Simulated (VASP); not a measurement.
Ga2SbP3:

```xyz
6
Lattice="4.7451 0.0000 0.0000 -2.3726 4.1094 0.0000 0.0000 0.0000 5.5107" Properties=species:S:1:pos:R:3 pbc="T T T"
Ga    2.3726    1.3698    1.4499
Ga    2.3726    1.3698    4.0608
Sb    0.0000    0.0000    0.0000
P     0.0000    0.0000    2.7554
P     0.0000    2.7396    0.0000
P     0.0000    2.7396    2.7554
```

| Property | Result |
| --- | --- |
| Program | VASP 6.6.1 |
| Task | relaxation of cell and atoms |
| Functional | r2SCAN |
| Dispersion | rVV10 |
| Potentials or basis | VASP PAW PBE potentials, release 64 (Ga_d, Sb, P) |
| Cutoff | 600 eV |
| k mesh | 6 × 6 × 4 |
| Occupations | fermi-dirac, width 0.03 eV |
| Spin | no spin polarisation |

At the start: pressure 1.8 GPa; volume 17.91 Å³/atom.

Question: Where does the relaxation end?

Answer: Over 5 steps the energy falls by 2.7 meV/atom and the volume is 18.35 Å³/atom (+2.5 %); space group P-6m2 (No. 187, to 0.1 Å) before and after.

Step by step:
| step | energy change (eV) | largest force (eV/Å) | pressure (GPa) | volume (Å³) |
| --- | --- | --- | --- | --- |
| 1 | 0.0000 | 0.0310 | 1.83 | 107.46 |
| 2 | -0.0156 | 0.0018 | -0.36 | 110.66 |
| 3 | -0.0163 | 0.0033 | -0.02 | 110.11 |
| 4 | -0.0163 | 0.0022 | -0.04 | 110.16 |
| 5 | -0.0163 | 0.0028 | -0.02 | 110.13 |

Final structure:
```
Ga Sb P
1.0
     4.79449    0.00000    0.00000
    -2.39724    4.15215    0.00000
     0.00000    0.00000    5.53198
Ga Sb P
2 1 3
Cartesian
  2.3972 1.3840 1.4569
  2.3972 1.3840 4.0751
  0.0000 0.0000 5.5320
  0.0000 0.0000 2.7660
  0.0000 2.7681 0.0000
  0.0000 2.7681 2.7660
```

Caveat: the PAW data sets were made with another functional, which shifts forces and pressure a little.
